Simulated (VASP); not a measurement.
The system is TaF3.

```
CELL_PARAMETERS angstrom
3.91106 0.00000 0.00000
0.00000 3.91106 0.00000
0.00000 0.00000 3.91106
ATOMIC_POSITIONS crystal
Ta 0.00000 0.00000 0.00000
F 0.50000 0.00000 0.00000
F 0.00000 0.50000 0.00000
F 0.00000 0.00000 0.50000
```

| Quantity | Value |
| --- | --- |
| Program | VASP 6.6.1 |
| Task | relaxation of cell and atoms |
| Functional | PBE |
| Potentials or basis | VASP PAW PBE potentials, release 64 (Ta_pv, F) |
| Cutoff | 600 eV |
| k mesh | 9 × 9 × 9 |
| Occupations | fermi-dirac, width 0.0255 eV |
| Spin | no spin polarisation |

At the start: pressure 24.2 GPa; volume 14.96 Å³/atom.

Question: How do energy, volume and symmetry change on relaxing?

Answer: Over 4 steps the energy falls by 169.4 meV/atom and the volume is 17.55 Å³/atom (+17.3 %); space group Pm-3m (No. 221, to 0.05 Å).

Step by step:
| step | energy change (eV) | largest force (eV/Å) | pressure (GPa) | volume (Å³) |
| --- | --- | --- | --- | --- |
| 1 | 0.0000 | 0.0000 | 24.23 | 59.83 |
| 2 | -0.2068 | 0.0000 | -11.65 | 81.62 |
| 3 | -0.6775 | 0.0000 | -0.29 | 70.41 |
| 4 | -0.6777 | 0.0000 | 0.04 | 70.19 |

Final structure:
```yaml
crystal:
  lattice:
    - [4.12493, 0.00000, 0.00000]
    - [0.00000, 4.12493, 0.00000]
    - [0.00000, 0.00000, 4.12493]
  atoms:
    - { symbol: Ta, position: [0.00000, 0.00000, 0.00000] }
    - { symbol: F, position: [0.50000, 0.00000, 0.00000] }
    - { symbol: F, position: [0.00000, 0.50000, 0.00000] }
    - { symbol: F, position: [0.00000, 0.00000, 0.50000] }
```

Caveat: the volume moved by over 15 % at a fixed basis, so the end points are rough; the volume moved by +17 % from the deposited cell, more than functionals usually miss.
